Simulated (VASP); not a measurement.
# Ir (Fm-3m) in VASP: a series of runs

Ir is run at these levels: PBEsol; tasks: single point, relaxation of cell and atoms.

Program: VASP 6.6.1. These are calculated values, not measurements. Logs are shortened: lines on timing, memory, paths and dates and some standing lists are left out, and cuts for length are marked.

### Step 1. The cell of the first run

It takes space group Fm-3m (No. 225, cubic). Conventional cell: a = 3.830 Å, b = 3.830 Å, c = 3.830 Å, α = 90.00°, β = 90.00°, γ = 90.00°. Ir (site symmetry m-3m) has 12 Ir at 2.71 Å within 3.6 Å.

### Step 2. Single point, PBEsol

INCAR reads:

```
SYSTEM = Ir
PREC     = Accurate       ! precision mode
ENCUT    = 520            ! plane-wave cutoff, eV
EDIFF    = 1E-7           ! SCF threshold, eV
ISMEAR   = 0              ! smearing method
SIGMA    = 0.1            ! smearing width, eV
LREAL    = .False.        ! projectors in reciprocal space
LASPH    = .True.         ! aspherical terms in the spheres
NELM     = 100            ! most SCF steps
ALGO     = Fast           ! electronic algorithm
ISIF     = 2              ! what is computed and relaxed
LWAVE    = .False.        ! write WAVECAR
LCHARG   = .False.        ! write CHGCAR
GGA      = PS             ! functional
NBANDS   = 10             ! bands
```

KPOINTS reads:

```
regular mesh
0
Gamma
  18 18 18
  0 0 0
```

POSCAR reads:

```
Ir
1.0
    0.0000000000      1.9150713599      1.9150713599
    1.9150713599      0.0000000000      1.9150713599
    1.9150713599      1.9150713599      0.0000000000
Ir
1
Direct
    0.0000000000      0.0000000000      0.0000000000
```

Potentials or basis: VASP PAW PBE potentials, release 64 (Ir).

On the command line:

```sh
$ cat potpaw_PBE.64/Ir/POTCAR > POTCAR
$ mpirun -np 1 vasp_std > vasp.out
```

OUTCAR:

```text
SYSTEM = Ir
   PREC = Accurate
   ENCUT = 520
   EDIFF = 1E-7
   ISMEAR = 0
   LREAL = .False.
   LASPH = .True.
   NELM = 100
   ISIF = 2
   GGA = PS

 ion  position               nearest neighbor table
   1  0.000  0.000  0.000-

  LATTYP: Found a face centered cubic cell.
 ALAT       =     3.8301427198

  Lattice vectors:

 A1 = (   0.0000000000,   1.9150713599,   1.9150713599)
 A2 = (   1.9150713599,   0.0000000000,   1.9150713599)
 A3 = (   1.9150713599,   1.9150713599,   0.0000000000)

Analysis of symmetry for initial positions (statically):
=====================================================================
 Subroutine PRICEL returns:
 Original cell was already a primitive cell.

 Routine SETGRP: Setting up the symmetry group for a
 face centered cubic supercell.

 Subroutine GETGRP returns: Found 48 space group operations
 (whereof 48 operations were pure point group operations)
 out of a pool of 48 trial point group operations.

The static configuration has the point symmetry O_h .

Analysis of symmetry for dynamics (positions and initial velocities):
=====================================================================
 Subroutine PRICEL returns:
 Original cell was already a primitive cell.

 Routine SETGRP: Setting up the symmetry group for a
 face centered cubic supercell.

 Subroutine GETGRP returns: Found 48 space group operations
 (whereof 48 operations were pure point group operations)
 out of a pool of 48 trial point group operations.

The dynamic configuration has the point symmetry O_h .

 Subroutine INISYM returns: Found 48 space group operations
 (whereof 48 operations are pure point group operations),
 and found     1 'primitive' translations

----------------------------------------------------------------------------------------

                                     Primitive cell

  volume of cell :      14.0470

  direct lattice vectors                    reciprocal lattice vectors
     0.000000000  1.915071360  1.915071360    -0.261086877  0.261086877  0.261086877
     1.915071360  0.000000000  1.915071360     0.261086877 -0.261086877  0.261086877
     1.915071360  1.915071360  0.000000000     0.261086877  0.261086877 -0.261086877

  length of vectors
     2.708319890  2.708319890  2.708319890     0.452215736  0.452215736  0.452215736

  position of ions in fractional coordinates (direct lattice)
     0.000000000  0.000000000  0.000000000

  ion indices of the primitive-cell ions
   primitive index   ion index
                 1           1

----------------------------------------------------------------------------------------

 KPOINTS: regular mesh

Automatic generation of k-mesh.
 Grid dimensions read from file:
 generate k-points for:   18   18   18

 Generating k-lattice:

  Cartesian coordinates                     Fractional coordinates (reciprocal lattice)
    -0.014504826  0.014504826  0.014504826     0.055555556  0.000000000  0.000000000
     0.014504826 -0.014504826  0.014504826     0.000000000  0.055555556  0.000000000
     0.014504826  0.014504826 -0.014504826     0.000000000  0.000000000  0.055555556

  Length of vectors
     0.025123096  0.025123096  0.025123096

  Shift w.r.t. Gamma in fractional coordinates (k-lattice)
     0.000000000  0.000000000  0.000000000

 Subroutine IBZKPT returns following result:
 ===========================================

 Found    195 irreducible k-points:

 Following reciprocal coordinates:
            Coordinates               Weight
  0.000000  0.000000  0.000000      1.000000
  0.055556  0.000000  0.000000      8.000000
  0.111111  0.000000  0.000000      8.000000
  0.166667  0.000000  0.000000      8.000000
  0.222222  0.000000  0.000000      8.000000
  0.277778  0.000000  0.000000      8.000000
[... 16 lines left out ...]
 -0.277778  0.055556  0.000000     24.000000
 -0.222222  0.055556  0.000000     24.000000
 [... further k-points ...]
   k-points           NKPTS =    195   k-points in BZ     NKDIM =    195   number of bands    NBANDS=     10
   number of dos      NEDOS =    301   number of ions     NIONS =      1
   total plane-waves  NPLWV =   8000
   dimension x,y,z NGX =    20 NGY =   20 NGZ =   20
   dimension x,y,z NGXF=    40 NGYF=   40 NGZF=   40
   ions per type =               1
   NGX,Y,Z   is equivalent  to a cutoff of  12.28, 12.28, 12.28 a.u.
   NGXF,Y,Z  is equivalent  to a cutoff of  24.55, 24.55, 24.55 a.u.
 SYSTEM =  Ir
   PREC   = accura    normal or accurate (medium, high low for compatibility)
   ISTART =      0    job   : 0-new  1-cont  2-samecut
   ICHARG =      2    charge: 1-file 2-atom 10-const
   ISPIN  =      1    spin polarized calculation?
   LNONCOLLINEAR =      F non collinear calculations
   LSORBIT =      F    spin-orbit coupling
   LASPH  =      T    aspherical Exc in radial PAW
   ENCUT  =  520.0 eV  38.22 Ry    6.18 a.u.   5.04  5.04  5.04*2*pi/ulx,y,z
   NELM   =    100;   NELMIN=  2; NELMDL= -5     # of ELM steps
   EDIFF  = 0.1E-06   stopping-criterion for ELM
   LREAL  =      F    real-space projection
   EDIFFG = 0.1E-05   stopping-criterion for IOM
   NSW    =      0    number of steps for IOM
   IBRION =     -1    ionic relax: 0-MD 1-quasi-New 2-CG
   NFREE  =      0    steps in history (QN), initial steepest desc. (CG)
   ISIF   =      2    stress and relaxation
   ISYM   =      2    0-nonsym 1-usesym 2-fastsym
   POTIM  = 0.5000    time-step for ionic-motion
   TEBEG  =    0.0;   TEEND  =   0.0 temperature during run
   PSTRESS=    0.0 pullay stress
   NELECT =       9.0000    total number of electrons
   NUPDOWN=      -1.0000    fix difference up-down
   EMIN   =  10.00;   EMAX   =-10.00  energy-range for DOS
   EFERMI =   0.00;   METHOD = LEGACY
   ISMEAR =     0;   SIGMA  =   0.10  broadening in eV -4-tet -1-fermi 0-gaus
   EFERMI_NEDOS =   21; number of points for ismear=-14 and -15
   IALGO  =     68    algorithm
   IMIX   =      4    mixing-type and parameters
     AMIX     =   0.40;   BMIX     =  1.00
     AMIX_MAG =   1.60;   BMIX_MAG =  1.00
  volume/ion in A,a.u.               =      14.05        94.79
  Fermi-wavevector in a.u.,A,eV,Ry     =   1.411326  2.667020 27.100647  1.991841
  Thomas-Fermi vector in A             =   2.533189
   LORBIT       =      0    0 simple, 1 ext, 2 COOP (PROOUT), +10 PAW based schemes
   GGA     = PS    functional components
   LHFCALC =     F    Hartree Fock is set to
   AEXX    =    0.0000 exact exchange contribution
   IVDW    =     0    specifies the selected vdW correction
   LEPSILON=     F    determine dielectric tensor
   LRPA    =     F    only Hartree local field effects (RPA)
 non-spin polarized calculation
 RMM-DIIS sequential band-by-band and
 Gauss-broadening in eV      SIGMA  =   0.10
  energy-cutoff  :      520.00
  volume of cell :       14.05
 maximum number of plane-waves:       388
   NGX =  9   NGY =  9   NGZ =  9

 number of electron       9.0000000 magnetization

 Free energy of the ion-electron system (eV)
  ---------------------------------------------------
  ext. energy  EPLUGINS =         0.00000000
  ---------------------------------------------------
  free energy    TOTEN  =        -9.82325945 eV

  energy without entropy =       -9.81823512  energy(sigma->0) =       -9.82074728

 E-fermi :  10.4078     XC(G=0): -14.1433

 val. band max:       10.4007075030   @ k =   0.5000   0.2222   0.1111
 cond. band min:      10.4174794508   @ k =   0.3333   0.1111   0.0556
 fundamental gap:      0.0167719478
 Fermi energy:        10.4078375008

 k-point     1 :       0.0000    0.0000    0.0000
  band No.  band energies     occupation
      1      -0.8979      2.00000
      2       6.4244      2.00000
      3       6.4244      2.00000
      4       6.4244      2.00000
      5       9.1711      2.00000
      6       9.1711      2.00000
      7      24.6744      0.00000
      8      30.2908      0.00000
      9      30.2908      0.00000
     10      30.2908      0.00000

 k-point     2 :       0.0556    0.0000    0.0000
  band No.  band energies     occupation
      1      -0.7592      2.00000
      2       6.3491      2.00000
      3       6.4853      2.00000
      4       6.4853      2.00000
      5       9.1311      2.00000
      6       9.1311      2.00000
      7      24.9163      0.00000
      8      29.5374      0.00000
      9      30.5200      0.00000
     10      30.5200      0.00000

 k-point     3 :       0.1111    0.0000    0.0000
  band No.  band energies     occupation
      1      -0.3572      2.00000
      2       6.1558      2.00000
      3       6.6448      2.00000
      4       6.6448      2.00000
      5       9.0435      2.00000
      6       9.0435      2.00000
      7      25.5805      0.00000
      8      28.0719      0.00000
      9      31.1865      0.00000
     10      31.1865      0.00000

 k-point     4 :       0.1667    0.0000    0.0000
  band No.  band energies     occupation
      1       0.2586      2.00000
      2       5.9366      2.00000
      3       6.8244      2.00000
      4       6.8244      2.00000
      5       9.0087      2.00000
      6       9.0087      2.00000
      7      26.2649      0.00000
      8      26.7225      0.00000
      9      32.2272      0.00000
     10      32.2272      0.00000
[... 222 lines left out ...]
 k-point    22 :      -0.3333    0.0556    0.0000
  band No.  band energies     occupation
      1       2.2007      2.00000
      2       6.5229      2.00000
      3       6.6661      2.00000
      4       6.9283      2.00000
      5       9.9930      2.00000
      6      10.9082      0.00000
      7      21.1185      0.00000
      8      25.7070      0.00000
      9      31.1544      0.00000
     10      33.2360      0.00000

 k-point    23 :      -0.2778    0.0556    0.0000
  band No.  band energies     occupation
      1       1.9127      2.00000
      2       6.0890      2.00000
      3       6.7401      2.00000
      4       6.8502      2.00000
      5       9.3599      2.00000
      6      10.2904      1.90314
      7      22.9143      0.00000
      8      26.7274      0.00000
      9      32.2128      0.00000
     10      34.2126      0.00000

 k-point    24 :      -0.2222    0.0556    0.0000
  band No.  band energies     occupation
      1       1.3352      2.00000
      2       5.7443      2.00000
      3       6.8894      2.00000
      4       6.9832      2.00000
      5       8.8699      2.00000
      6       9.7438      2.00000
      7      24.5313      0.00000
      8      27.3633      0.00000
      9      32.4835      0.00000
     10      33.7075      0.00000

 [... further k-points ...]
[... 5 lines left out ...]
  --------------------------------------------------------------------------------------
  -------------------------------------------------------------------------------------
  Total        0.0880209      0.0880209      0.0880209      0.0000000      0.0000000      0.0000000
  in kB       10.0394825     10.0394825     10.0394825      0.0000000      0.0000000      0.0000000
  external PRESSURE =      10.0394825 kB  Pullay stress =       0.0000000 kB

 VOLUME and BASIS-vectors are now :
 -----------------------------------------------------------------------------
  energy-cutoff  :      520.00
  volume of cell :       14.05
      direct lattice vectors                 reciprocal lattice vectors
     0.000000000  1.915071360  1.915071360    -0.261086877  0.261086877  0.261086877
     1.915071360  0.000000000  1.915071360     0.261086877 -0.261086877  0.261086877
     1.915071360  1.915071360  0.000000000     0.261086877  0.261086877 -0.261086877

 POSITION                                       TOTAL-FORCE (eV/Angst)
 -----------------------------------------------------------------------------------
      0.00000      0.00000      0.00000        -0.000000     -0.000000     -0.000000
 -----------------------------------------------------------------------------------
    total drift:                                0.000000      0.000000     -0.000000

  FREE ENERGIE OF THE ION-ELECTRON SYSTEM (eV)
  ---------------------------------------------------
  free  energy   TOTEN  =        -9.8232594485 eV

  energy  without entropy=       -9.8182351204  energy(sigma->0) =       -9.82074728
```

It took 20 s on 1 thread of Intel Xeon Platinum 8488C (Sapphire Rapids), shared host; peak memory 0.15 GiB.

What came out:

```
Free energy : -9.8233 eV
Pressure    : 1.0 GPa
```

Levels at points of the mesh, in eV from the Fermi level:
```tsv
k point	band 1	band 2	band 3	band 4	band 5	band 6	band 7	band 8
(0.00, 0.00, 0.00)	-11.31	-3.98	-3.98	-3.98	-1.24	-1.24	14.27	19.88
(0.50, 0.00, 0.00)	-8.26	-4.08	-4.08	-0.88	0.88	0.88	7.26	13.80
(0.50, 0.50, 0.00)	-8.06	-7.48	0.86	1.46	1.46	1.61	10.52	11.66
```

Caveat: the PAW data sets were made with another functional, which shifts forces and pressure a little; spin-orbit coupling is left out, which moves the levels of the heavy elements.

### Step 3. Relaxation of cell and atoms, PBEsol

This run uses another cell than the first one, of 14.31 Å³/atom, 1.019 times its volume.

INCAR reads:

```
  PREC = Accurate
  ENCUT = 600
  EDIFF = 1E-7
  ISMEAR = 0
  SIGMA = 0.1
  LREAL = False
  LASPH = True
  NELM = 60
  ALGO = Normal
  ISIF = 3
  LWAVE = False
  LCHARG = False
  GGA = PS
  IBRION = 2
  NSW = 100
  EDIFFG = -0.005
```

KPOINTS reads:

```
regular mesh
0
Gamma
  18 18 18
```

POSCAR reads:

```
Ir
1.0
    0.0000000000      1.9269646676      1.9269646676
    1.9269646676      0.0000000000      1.9269646676
    1.9269646676      1.9269646676      0.0000000000
Ir
1
Direct
    0.0000000000      0.0000000000      0.0000000000
```

Potentials or basis: VASP PAW PBE potentials, release 64 (Ir).

On the command line:

```sh
$ cat potpaw_PBE.64/Ir/POTCAR > POTCAR
$ mpirun -np 1 vasp_std > vasp.out
```

It took 31 s on 1 thread of Intel Xeon Platinum 8488C (Sapphire Rapids), shared host; peak memory 0.18 GiB.

The run converged. Its results:

```
Free energy                            : -9.8234 eV
Relaxed volume                         : 14.09 Å³/atom
Relaxed cell                           : a = 2.711 Å, b = 2.711 Å, c = 2.711 Å, α = 60.00°, β = 60.00°, γ = 60.00°
Space group after relaxing (to 0.05 Å) : Fm-3m (No. 225)
Energy gained by relaxing              : 4.2 meV/atom
Ionic steps                            : 4
Pressure after relaxing                : 0.0 GPa
```

Step by step:
```tsv
step	energy change (eV)	largest force (eV/Å)	pressure (GPa)	volume (Å³)
1	0.0000	0.0000	-5.89	14.31
2	0.0644	0.0000	27.92	13.25
3	-0.0042	0.0000	-0.16	14.09
4	-0.0042	0.0000	-0.01	14.09
```

Final structure:
```
CELL_PARAMETERS angstrom
0.00000 1.91690 1.91690
1.91690 0.00000 1.91690
1.91690 1.91690 0.00000
ATOMIC_POSITIONS crystal
Ir 0.00000 0.00000 0.00000
```

Levels at points of the mesh, in eV from the Fermi level:
```tsv
k point	band 1	band 2	band 3	band 4	band 5	band 6	band 7	band 8
(0.00, 0.00, 0.00)	-11.27	-3.97	-3.97	-3.97	-1.23	-1.23	14.27	19.87
(0.50, 0.00, 0.00)	-8.22	-4.06	-4.06	-0.87	0.87	0.87	7.23	13.80
(0.50, 0.50, 0.00)	-8.03	-7.45	0.85	1.45	1.45	1.61	10.48	11.64
```

Caveat: the PAW data sets were made with another functional, which shifts forces and pressure a little; spin-orbit coupling is left out, which moves the levels of the heavy elements.

### Step 4. Single point, PBEsol

INCAR reads:

```
SYSTEM = Ir
PREC     = Accurate       ! precision mode
ENCUT    = 520            ! plane-wave cutoff, eV
EDIFF    = 1E-7           ! SCF threshold, eV
ISMEAR   = 0              ! smearing method
SIGMA    = 0.1            ! smearing width, eV
LREAL    = .False.        ! projectors in reciprocal space
LASPH    = .True.         ! aspherical terms in the spheres
NELM     = 100            ! most SCF steps
ALGO     = Fast           ! electronic algorithm
ISIF     = 2              ! what is computed and relaxed
LWAVE    = .False.        ! write WAVECAR
LCHARG   = .False.        ! write CHGCAR
GGA      = PS             ! functional
NBANDS   = 10             ! bands
```

KPOINTS reads:

```
regular mesh
0
Gamma
  18 18 18
  0 0 0
```

POSCAR reads:

```
Ir
1.0
    0.0000000000      1.9150713599      1.9150713599
    1.9150713599      0.0000000000      1.9150713599
    1.9150713599      1.9150713599      0.0000000000
Ir
1
Direct
    0.0000000000      0.0000000000      0.0000000000
```

On the command line:

```sh
$ cat potpaw_PBE.64/Ir/POTCAR > POTCAR
$ mpirun -np 1 vasp_std > vasp.out
```

Run time: 17 s. Hardware: 1 thread of AMD EPYC 9R45 (Zen 5), shared host; peak memory 0.11 GiB.

Results (log left out):

```yaml
Free_energy: -9.8233 eV
Pressure: 1.0 GPa
```

Levels at points of the mesh, in eV from the Fermi level:
| k point | band 1 | band 2 | band 3 | band 4 | band 5 | band 6 | band 7 | band 8 |
| --- | --- | --- | --- | --- | --- | --- | --- | --- |
| (0.00, 0.00, 0.00) | -11.31 | -3.98 | -3.98 | -3.98 | -1.24 | -1.24 | 14.27 | 19.88 |
| (0.50, 0.00, 0.00) | -8.26 | -4.08 | -4.08 | -0.88 | 0.88 | 0.88 | 7.26 | 13.80 |
| (0.50, 0.50, 0.00) | -8.06 | -7.48 | 0.86 | 1.46 | 1.46 | 1.61 | 10.52 | 11.66 |

Caveat: the PAW data sets were made with another functional, which shifts forces and pressure a little; spin-orbit coupling is left out, which moves the levels of the heavy elements.

### Step 5. Relaxation of cell and atoms, PBEsol

This run uses another cell than the first one, of 14.31 Å³/atom, 1.019 times its volume.

INCAR reads:

```
  PREC = Accurate
  ENCUT = 600
  EDIFF = 1E-7
  ISMEAR = 0
  SIGMA = 0.1
  LREAL = False
  LASPH = True
  NELM = 60
  ALGO = Normal
  ISIF = 3
  LWAVE = False
  LCHARG = False
  GGA = PS
  IBRION = 2
  NSW = 100
  EDIFFG = -0.005
```

KPOINTS reads:

```
regular mesh
0
Gamma
  18 18 18
```

POSCAR reads:

```
Ir
1.0
    0.0000000000      1.9269646676      1.9269646676
    1.9269646676      0.0000000000      1.9269646676
    1.9269646676      1.9269646676      0.0000000000
Ir
1
Direct
    0.0000000000      0.0000000000      0.0000000000
```

On the command line:

```sh
$ cat potpaw_PBE.64/Ir/POTCAR > POTCAR
$ mpirun -np 1 vasp_std > vasp.out
```

Run time: 40 s. Hardware: 1 thread of AMD EPYC 9R45 (Zen 5), shared host; peak memory 0.14 GiB.

It converged, with:

| Quantity | Value |
| --- | --- |
| Free energy | -9.8234 eV |
| Relaxed volume | 14.09 Å³/atom |
| Relaxed cell | a = 2.711 Å, b = 2.711 Å, c = 2.711 Å, α = 60.00°, β = 60.00°, γ = 60.00° |
| Space group after relaxing (to 0.05 Å) | Fm-3m (No. 225) |
| Energy gained by relaxing | 4.2 meV/atom |
| Ionic steps | 4 |
| Pressure after relaxing | 0.0 GPa |

The path:
```csv
step,energy change (eV),largest force (eV/Å),pressure (GPa),volume (Å³)
1,0.0000,0.0000,-5.89,14.31
2,0.0644,0.0000,27.92,13.25
3,-0.0042,0.0000,-0.16,14.09
4,-0.0042,0.0000,-0.01,14.09
```

Final structure:
```cif
data_structure
_symmetry_space_group_name_H-M 'P 1'
_symmetry_Int_Tables_number 1
_cell_length_a 2.7109
_cell_length_b 2.7109
_cell_length_c 2.7109
_cell_angle_alpha 60.000
_cell_angle_beta 60.000
_cell_angle_gamma 60.000
_cell_volume 14.09
loop_
_atom_site_label
_atom_site_type_symbol
_atom_site_fract_x
_atom_site_fract_y
_atom_site_fract_z
_atom_site_occupancy
Ir1 Ir 0.00000 0.00000 0.00000 1
```

Levels at points of the mesh, in eV from the Fermi level:
| k point | band 1 | band 2 | band 3 | band 4 | band 5 | band 6 | band 7 | band 8 |
| --- | --- | --- | --- | --- | --- | --- | --- | --- |
| (0.00, 0.00, 0.00) | -11.27 | -3.97 | -3.97 | -3.97 | -1.23 | -1.23 | 14.27 | 19.87 |
| (0.50, 0.00, 0.00) | -8.22 | -4.06 | -4.06 | -0.87 | 0.87 | 0.87 | 7.23 | 13.80 |
| (0.50, 0.50, 0.00) | -8.03 | -7.45 | 0.85 | 1.45 | 1.45 | 1.61 | 10.48 | 11.64 |

Caveat: the PAW data sets were made with another functional, which shifts forces and pressure a little; spin-orbit coupling is left out, which moves the levels of the heavy elements.
